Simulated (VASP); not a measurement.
GaN:

```
Ga N
1.0
     0.00000    2.27424    2.27424
     2.27424    0.00000    2.27424
     2.27424    2.27424    0.00000
Ga N
1 1
Direct
  0.00000 0.00000 0.00000
  0.75000 0.75000 0.75000
```

* Program: VASP 6.6.1
* Task: relaxation of cell and atoms
* Functional: PBE
* Dispersion: D3(BJ)
* Potentials or basis: VASP PAW PBE potentials, release 64 (Ga_d, N)
* Cutoff: 600 eV
* k mesh: 10 × 10 × 10
* Occupations: gaussian, width 0.02 eV
* Spin: no spin polarisation

At the start: pressure -3.6 GPa; volume 11.76 Å³/atom.

**Question.** How do energy, volume and symmetry change on relaxing?

**Answer.** Over 7 steps the energy falls by 2.7 meV/atom and the volume is 11.52 Å³/atom (-2.1 %); space group F-43m (No. 216, to 0.05 Å).

The path:
```tsv
step	energy change (eV)	largest force (eV/Å)	pressure (GPa)	volume (Å³)
1	0.0000	0.0000	-3.55	23.53
2	-0.0016	0.0000	3.19	22.65
3	-0.0055	0.0000	-0.35	23.04
4	-0.0054	0.0000	0.36	23.00
5	-0.0055	0.0000	0.12	23.02
6	-0.0055	0.0000	-0.09	23.05
7	-0.0055	0.0000	0.01	23.04
```

Final structure:
```
Ga N
1.0
     0.00000    2.25854    2.25854
     2.25854    0.00000    2.25854
     2.25854    2.25854    0.00000
Ga N
1 1
Direct
  0.00000 0.00000 0.00000
  0.75000 0.75000 0.75000
```
